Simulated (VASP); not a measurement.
# TaRu (Pm-3m) in VASP: notebook, part 2 of 2

VASP 6.6.1. Earlier steps stand in the parts before.

## 3. Electric field gradients, LDA

INCAR

```
PREC = Accurate ; ENCUT = 520
EDIFF = 1E-8 ; ISMEAR = -1
SIGMA = 0.03 ; LREAL = F
LASPH = T ; NELM = 60
ALGO = Normal ; ISIF = 2
LWAVE = F ; LCHARG = F
GGA = CA ; LEFG = T
NBANDS = 20
```

KPOINTS

```
regular mesh
0
Gamma
  13 13 13
```

POSCAR

```
TaRu
1.0
    3.1870000000      0.0000000000      0.0000000000
    0.0000000000      3.1870000000      0.0000000000
    0.0000000000      0.0000000000      3.1870000000
Ta Ru
1 1
Direct
    0.5000000000      0.5000000000      0.5000000000
    0.0000000000      0.0000000000      0.0000000000
```

Potentials or basis: VASP PAW LDA potentials, release 64 (Ta_pv, Ru_pv).

Started as:

```
cat potpaw_LDA.64/Ta_pv/POTCAR potpaw_LDA.64/Ru_pv/POTCAR > POTCAR
mpirun -np 1 vasp_std > vasp.out
```

OUTCAR:

```text
PREC = Accurate
   ENCUT = 520
   EDIFF = 1E-8
   ISMEAR = -1
   LREAL = F
   LASPH = T
   NELM = 60
   ISIF = 2
   GGA = CA

 ion  position               nearest neighbor table
   1  0.500  0.500  0.500-   2 2.76   2 2.76   2 2.76   2 2.76   2 2.76   2 2.76   2 2.76   2 2.76

   2  0.000  0.000  0.000-   1 2.76   1 2.76   1 2.76   1 2.76   1 2.76   1 2.76   1 2.76   1 2.76

  LATTYP: Found a simple cubic cell.
 ALAT       =     3.1870000000

  Lattice vectors:

 A1 = (   3.1870000000,   0.0000000000,   0.0000000000)
 A2 = (   0.0000000000,   3.1870000000,   0.0000000000)
 A3 = (   0.0000000000,   0.0000000000,   3.1870000000)

Analysis of symmetry for initial positions (statically):
=====================================================================
 Subroutine PRICEL returns:
 Original cell was already a primitive cell.

 Routine SETGRP: Setting up the symmetry group for a
 simple cubic supercell.

 Subroutine GETGRP returns: Found 48 space group operations
 (whereof 48 operations were pure point group operations)
[... 741 lines left out ...]
     0.000000000  3.187000000  0.000000000     0.000000000  0.313774710  0.000000000
     0.000000000  0.000000000  3.187000000     0.000000000  0.000000000  0.313774710

 POSITION                                       TOTAL-FORCE (eV/Angst)
 -----------------------------------------------------------------------------------
      1.59350      1.59350      1.59350         0.000000      0.000000      0.000000
      0.00000      0.00000      0.00000         0.000000      0.000000      0.000000
 -----------------------------------------------------------------------------------
    total drift:                                0.000000      0.000000     -0.000000

  FREE ENERGIE OF THE ION-ELECTRON SYSTEM (eV)
  ---------------------------------------------------
  free  energy   TOTEN  =       -23.9056477258 eV

  energy  without entropy=      -23.8954352504  energy(sigma->0) =      -23.90054149

 Electric field gradients (V/A^2)
---------------------------------------------------------------------
 ion       V_xx      V_yy      V_zz      V_xy      V_xz      V_yz
---------------------------------------------------------------------
   1       0.000     0.000    -0.000    -0.000     0.000    -0.000
   2      -0.000     0.000     0.000    -0.000     0.000     0.000
---------------------------------------------------------------------

 Electric field gradients after diagonalization (V/A^2)
 (convention: |V_zz| > |V_xx| > |V_yy|)
----------------------------------------------------------------------
 ion       V_xx      V_yy      V_zz     asymmetry (V_yy - V_xx)/ V_zz
----------------------------------------------------------------------
   1       0.000     0.000    -0.000       0.180
   2      -0.000     0.000     0.000       0.530
----------------------------------------------------------------------

           NMR quadrupolar parameters

 Cq : quadrupolar parameter    Cq=e*Q*V_zz/h
 eta: asymmetry parameters     (V_yy - V_xx)/ V_zz
 Q  : nuclear electric quadrupole moment in mb (millibarn)
----------------------------------------------------------------------
 ion       Cq(MHz)       eta       Q (mb)
----------------------------------------------------------------------
   1      -0.000       0.180       1.000
   2       0.000       0.530       1.000
----------------------------------------------------------------------
```

OSZICAR:

```text
N       E                     dE             d eps       ncg     rms          rms(c)
DAV:   1     0.227669884494E+03    0.22767E+03   -0.14162E+04  3360   0.129E+03
DAV:   2    -0.192693766946E+02   -0.24694E+03   -0.24151E+03  3672   0.394E+02
DAV:   3    -0.251361528176E+02   -0.58668E+01   -0.57968E+01  3980   0.619E+01
DAV:   4    -0.251825094423E+02   -0.46357E-01   -0.46237E-01  3940   0.555E+00
DAV:   5    -0.251833012820E+02   -0.79184E-03   -0.79051E-03  4108   0.633E-01    0.171E+01
DAV:   6    -0.241472951550E+02    0.10360E+01   -0.15984E+00  3808   0.109E+01    0.677E+00
DAV:   7    -0.240535995882E+02    0.93696E-01   -0.14089E+00  3724   0.611E+00    0.344E+00
DAV:   8    -0.239113825580E+02    0.14222E+00   -0.74790E-01  3764   0.468E+00    0.586E-01
DAV:   9    -0.239060036642E+02    0.53789E-02   -0.11749E-02  3912   0.907E-01    0.215E-01
DAV:  10    -0.239056470970E+02    0.35657E-03   -0.39849E-04  4372   0.163E-01    0.487E-02
DAV:  11    -0.239056478962E+02   -0.79917E-06   -0.11290E-05  3888   0.254E-02    0.202E-02
DAV:  12    -0.239056477107E+02    0.18549E-06   -0.42535E-06  3908   0.135E-02    0.151E-03
DAV:  13    -0.239056477262E+02   -0.15512E-07   -0.84574E-08  4088   0.202E-03    0.394E-04
DAV:  14    -0.239056477258E+02    0.39518E-09   -0.28566E-09  2552   0.434E-04
   1 F= -.23905648E+02 E0= -.23900541E+02  d E =-.102125E-01
```

Run time: 39 s. Hardware: 1 thread of Intel Xeon Platinum 8259CL at 2.50GHz (Skylake/Cascade Lake), shared host; peak memory 0.17 GiB.

What came out:

| Property | Result |
| --- | --- |
| Free energy | -23.9056 eV |
| Pressure | -15.5 GPa |

Caveat: without QUAD_EFG the Cq values of the log hold for a quadrupole moment of 1 mb, not for the nuclei.

## 4. Electric field gradients, LDA (volume scaled by 0.94)

INCAR

```
ALGO = Normal
EDIFF = 1E-8
ENCUT = 520
GGA = CA
ISIF = 2
ISMEAR = -1
LASPH = True
LCHARG = False
LEFG = True
LREAL = False
LWAVE = False
NBANDS = 20
NELM = 60
PREC = Accurate
SIGMA = 0.03
```

KPOINTS

```
k-points
0
Gamma
  13 13 13
```

POSCAR

```
TaRu
1.0
    3.1219409285      0.0000000000      0.0000000000
    0.0000000000      3.1219409285      0.0000000000
    0.0000000000      0.0000000000      3.1219409285
Ta Ru
1 1
Direct
    0.5000000000      0.5000000000      0.5000000000
    0.0000000000      0.0000000000      0.0000000000
```

Potentials or basis: VASP PAW LDA potentials, release 64 (Ta_pv, Ru_pv).

Started as:

```
cat potpaw_LDA.64/Ta_pv/POTCAR potpaw_LDA.64/Ru_pv/POTCAR > POTCAR
mpirun -np 1 vasp_std > vasp.out
```

OUTCAR:

```text
EDIFF = 1E-8
   ENCUT = 520
   GGA = CA
   ISIF = 2
   ISMEAR = -1
   LASPH = True
   LREAL = False
   NELM = 60
   PREC = Accurate

 ion  position               nearest neighbor table
   1  0.500  0.500  0.500-   2 2.70   2 2.70   2 2.70   2 2.70   2 2.70   2 2.70   2 2.70   2 2.70

   2  0.000  0.000  0.000-   1 2.70   1 2.70   1 2.70   1 2.70   1 2.70   1 2.70   1 2.70   1 2.70

  LATTYP: Found a simple cubic cell.
 ALAT       =     3.1219409285

  Lattice vectors:

 A1 = (   3.1219409285,   0.0000000000,   0.0000000000)
 A2 = (   0.0000000000,   3.1219409285,   0.0000000000)
 A3 = (   0.0000000000,   0.0000000000,   3.1219409285)

Analysis of symmetry for initial positions (statically):
=====================================================================
 Subroutine PRICEL returns:
 Original cell was already a primitive cell.

 Routine SETGRP: Setting up the symmetry group for a
 simple cubic supercell.

[... 741 lines left out ...]
      direct lattice vectors                 reciprocal lattice vectors
     3.121940928  0.000000000  0.000000000     0.320313556  0.000000000  0.000000000
     0.000000000  3.121940928  0.000000000     0.000000000  0.320313556  0.000000000
     0.000000000  0.000000000  3.121940928     0.000000000  0.000000000  0.320313556

 POSITION                                       TOTAL-FORCE (eV/Angst)
 -----------------------------------------------------------------------------------
      1.56097      1.56097      1.56097         0.000000      0.000000      0.000000
      0.00000      0.00000      0.00000         0.000000      0.000000      0.000000
 -----------------------------------------------------------------------------------
    total drift:                                0.000000      0.000000     -0.000000

  FREE ENERGIE OF THE ION-ELECTRON SYSTEM (eV)
  ---------------------------------------------------
  free  energy   TOTEN  =       -24.0045694500 eV

  energy  without entropy=      -23.9958583323  energy(sigma->0) =      -24.00021389

 Electric field gradients (V/A^2)
---------------------------------------------------------------------
 ion       V_xx      V_yy      V_zz      V_xy      V_xz      V_yz
---------------------------------------------------------------------
   1      -0.000    -0.000    -0.000    -0.000    -0.000    -0.000
   2      -0.000    -0.000     0.000     0.000     0.000     0.000
---------------------------------------------------------------------

 Electric field gradients after diagonalization (V/A^2)
 (convention: |V_zz| > |V_xx| > |V_yy|)
----------------------------------------------------------------------
 ion       V_xx      V_yy      V_zz     asymmetry (V_yy - V_xx)/ V_zz
----------------------------------------------------------------------
   1      -0.000    -0.000    -0.000      -0.343
   2      -0.000    -0.000     0.000       0.329
----------------------------------------------------------------------

           NMR quadrupolar parameters

 Cq : quadrupolar parameter    Cq=e*Q*V_zz/h
 eta: asymmetry parameters     (V_yy - V_xx)/ V_zz
 Q  : nuclear electric quadrupole moment in mb (millibarn)
----------------------------------------------------------------------
 ion       Cq(MHz)       eta       Q (mb)
----------------------------------------------------------------------
   1      -0.000      -0.343       1.000
   2       0.000       0.329       1.000
----------------------------------------------------------------------
```

OSZICAR:

```text
N       E                     dE             d eps       ncg     rms          rms(c)
DAV:   1     0.228241436539E+03    0.22824E+03   -0.14167E+04  3360   0.130E+03
DAV:   2    -0.194899388757E+02   -0.24773E+03   -0.24238E+03  3684   0.399E+02
DAV:   3    -0.251467020059E+02   -0.56568E+01   -0.55938E+01  3948   0.620E+01
DAV:   4    -0.251882036686E+02   -0.41502E-01   -0.41409E-01  3980   0.537E+00
DAV:   5    -0.251887722457E+02   -0.56858E-03   -0.56750E-03  3964   0.572E-01    0.195E+01
DAV:   6    -0.242757285201E+02    0.91304E+00   -0.18427E+00  3828   0.113E+01    0.800E+00
DAV:   7    -0.242763223930E+02   -0.59387E-03   -0.23889E+00  3696   0.817E+00    0.525E+00
DAV:   8    -0.240099888197E+02    0.26633E+00   -0.13244E+00  3656   0.656E+00    0.624E-01
DAV:   9    -0.240047854347E+02    0.52034E-02   -0.14197E-02  3892   0.102E+00    0.167E-01
DAV:  10    -0.240045672507E+02    0.21818E-03   -0.44244E-04  4236   0.158E-01    0.551E-02
DAV:  11    -0.240045719580E+02   -0.47073E-05   -0.23945E-05  3816   0.322E-02    0.224E-02
DAV:  12    -0.240045694312E+02    0.25268E-05   -0.98484E-06  3828   0.199E-02    0.176E-03
DAV:  13    -0.240045694502E+02   -0.18998E-07   -0.13866E-07  3992   0.276E-03    0.501E-04
DAV:  14    -0.240045694500E+02    0.13233E-09   -0.54644E-09  2512   0.659E-04
   1 F= -.24004569E+02 E0= -.24000214E+02  d E =-.871112E-02
```

It took 84 s on 1 thread of AMD EPYC 7R13, shared host; peak memory 0.14 GiB.

What came out:

* Free energy: -24.0046 eV
* Pressure: -0.1 GPa

Caveat: without QUAD_EFG the Cq values of the log hold for a quadrupole moment of 1 mb, not for the nuclei.
